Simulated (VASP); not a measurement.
Wanted: the native input for a VASP 6.6.1 run.

```yaml
Task: single point
Functional: PBE
Potentials_or_basis: VASP PAW PBE potentials, release 64 (Na_pv, F)
Cutoff: 520 eV
k_mesh: 6 × 6 × 4
Occupations: gaussian, width 0.02 eV
Spin: no spin polarisation
Dipole_correction: no
Further_INCAR_settings: ALGO = Normal; EDIFF = 1e-07; NBANDS = 30
```

The structure of NaF lies in POSCAR:

```
NaF
1.0
    3.8034617110      0.0000000000      0.0000000000
   -1.9017308555      3.2938944641      0.0000000000
    0.0000000000      0.0000000000      7.5169042312
Na F
3 3
Direct
    0.1636812733      0.8363187267      0.6666666667
    0.1636812733      0.3273625465      0.3333333333
    0.6726374535      0.8363187267      0.0000000000
    0.8351443610      0.1648556390      0.6666666667
    0.8351443610      0.6702887219      0.3333333333
    0.3297112781      0.1648556390      0.0000000000
```

The cell was built from a structure type or drawn by symmetry, and may not be a known phase.

The input as run:

INCAR

```
SYSTEM = NaF
  PREC = Accurate
  ENCUT = 520
  EDIFF = 1E-7
  ISMEAR = 0
  SIGMA = 0.02
  LREAL = .False.
  LASPH = .True.
  NELM = 100
  ALGO = Normal
  ISIF = 2
  LWAVE = .False.
  LCHARG = .False.
  GGA = PE
  NBANDS = 30
```

KPOINTS

```
Automatic mesh
0
Gamma
  6 6 4
  0 0 0
```

Potentials or basis: VASP PAW PBE potentials, release 64 (Na_pv, F).

Command:

```bash
$ cat potpaw_PBE.64/Na_pv/POTCAR potpaw_PBE.64/F/POTCAR > POTCAR
$ mpirun -np 1 vasp_std > vasp.out
```

It gave:

The pressure is -0.1 GPa, the largest force is 0.003 eV/Å and the band gap on the k mesh is 4.83 eV.

Wall time 30 s on 1 thread of Intel(R) Xeon(R) 6975P-C (Granite Rapids), on a shared host, peak memory 0.21 GiB.
